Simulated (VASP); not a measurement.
Wanted: the native input for a VASP 6.6.1 run.

```
Task                               : single point
Functional                         : HSE06
Potentials or basis                : VASP PAW PBE potentials, release 64 (Na_pv, F)
Cutoff                             : 520 eV
k mesh                             : 6 × 6 × 6
Occupations                        : fermi-dirac, width 0.02 eV
Spin                               : no spin polarisation
Dipole correction                  : no
Grid for exact exchange (PRECFOCK) : Normal
Further INCAR settings             : ALGO = Normal; EDIFF = 1e-06; NBANDS = 14
Screening parameter                : 0.2079 1/Å
```

NaF:

```
Na F
1.0
     2.82230    0.00000    0.00000
     0.00000    2.82230    0.00000
     0.00000    0.00000    2.82230
Na F
1 1
Direct
  0.00000 0.00000 0.00000
  0.50000 0.50000 0.50000
```

One way to write it, as run:

POSCAR

```
NaF
1.0
    2.8222983623      0.0000000000      0.0000000000
    0.0000000000      2.8222983623      0.0000000000
    0.0000000000      0.0000000000      2.8222983623
Na F
1 1
Direct
    0.0000000000      0.0000000000      0.0000000000
    0.5000000000      0.5000000000      0.5000000000
```

INCAR.step1

```
SYSTEM = NaF
PREC = Accurate
ENCUT = 520
EDIFF = 1E-5
ISMEAR = -1
SIGMA = 0.02
LREAL = .False.
LASPH = .True.
NELM = 60
ALGO = Normal
ISIF = 2
LWAVE = .True.
GGA = PE
NBANDS = 14
```

INCAR.step2

```
SYSTEM = NaF
PREC = Accurate
ENCUT = 520
EDIFF = 1E-6
ISMEAR = -1
SIGMA = 0.02
LREAL = .False.
LASPH = .True.
NELM = 60
ALGO = Normal
ISIF = 2
LWAVE = .False.
LCHARG = .True.
GGA = PE
LHFCALC = .True.
HFSCREEN = 0.2079
PRECFOCK = Normal
LELF = .True.
LVHAR = .True.
ISTART = 1
NBANDS = 14
```

KPOINTS

```
regular mesh
0
Gamma
  6 6 6
  0 0 0
```

Potentials or basis: VASP PAW PBE potentials, release 64 (Na_pv, F).

Command:

```console
$ cat potpaw_PBE.64/Na_pv/POTCAR potpaw_PBE.64/F/POTCAR > POTCAR
$ cp INCAR.step1 INCAR
$ mpirun -np 1 vasp_std > vasp.out
$ cp INCAR.step2 INCAR
$ mpirun -np 1 vasp_std > vasp.out
```

It gave:

```
Pressure               : 0.1 GPa
Band gap on the k mesh : 8.08 eV, indirect (least direct gap 8.42 eV)
```

Caveat: the PAW data sets were made with another functional, which shifts forces and pressure a little.

Wall time 13 min on 1 thread of Oxide Virtual Turin-like Processor (shared host), peak memory 0.2 GiB.
